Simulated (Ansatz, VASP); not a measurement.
## One calculation of Ni, two programs

Contents of INCAR:

```
PREC = Accurate
ENCUT = 600
EDIFF = 1E-6
ISMEAR = -1
SIGMA = 0.05
LREAL = False
LASPH = True
NELM = 150
ALGO = Normal
ISIF = 3
LWAVE = False
LCHARG = False
ISPIN = 2
MAGMOM = 0.8 -0.8
LORBIT = 11
LMAXMIX = 4
GGA = PE
IBRION = 2
NSW = 80
EDIFFG = -0.01
```

KPOINTS

```
Automatic mesh
0
Gamma
  14 14 8
```

Contents of POSCAR:

```
Ni
1.0
    2.4917559660      0.0000000000      0.0000000000
   -1.2458779830      2.1579239666      0.0000000000
    0.0000000000      0.0000000000      4.0690374925
Ni
2
Direct
    0.3333333333      0.6666666667      0.2500000000
    0.6666666667      0.3333333333      0.7500000000
```

Input for Ansatz:

```yaml
crystal:
  lattice:
    - [2.491755966, 0.0, 0.0]
    - [-1.245877983, 2.1579239666, 0.0]
    - [0.0, 0.0, 4.0690374925]
  atoms:
    - { symbol: Ni, position: [0.3333333333, 0.6666666667, 0.25], spin: 0.8 }
    - { symbol: Ni, position: [0.6666666667, 0.3333333333, 0.75], spin: -0.8 }
hamiltonian:
  xc: pbe
  pseudopotentials:
    kind: paw
    azcp:
      Ni: "pseudopotentials/Ni.paw.azcp"
basis:
  ecutwfc: 420
  fft_grid_basis: typed
kpoints:
  mp_grid: { grid: [14, 14, 8], shift: [0, 0, 0] }
magnetization:
  spin_polarized: true
scf:
  occupations: { method: fermi_dirac, width: 0.05 }
relax:
  max_steps: 60
  f_tol: 0.01
  cell: {}
```

Alike in both runs: task relaxation of cell and atoms; functional PBE; k mesh 14 × 14 × 8; occupations fermi-dirac, width 0.05 eV; collinear spin.

```csv
,VASP,Ansatz
version,VASP 6.6.1,Ansatz 0.2.0
potentials or method,"VASP PAW PBE potentials, release 64 (Ni), cutoff 600 eV","plane waves (420 eV) with PAW, scalar-relativistic"
valence electrons in the cell,20,36
```

|  | VASP | Ansatz | Ansatz less VASP |
| --- | --- | --- | --- |
| net moment per atom (μB) | 0.00 | 0.67 | +0.670 |
| size of the moment on the site where the two differ most (μB) | 0.22 | 0.71 | +0.483 |
| relaxed volume (Å³/atom) | 10.88 | 10.93 | +0.056 |
| relaxed length of the cell vector where the two differ most in proportion (Å) | 2.477 | 2.488 | +0.0107 |

The net moments are unlike, so the other rows may belong to different states. Site moments also hang on the region over which each program counts them. VASP's potentials hold 20 valence electrons a cell and Ansatz's 36, so a difference there can come from the potentials and not from the codes. Ansatz's warnings: seeded moment not kept.
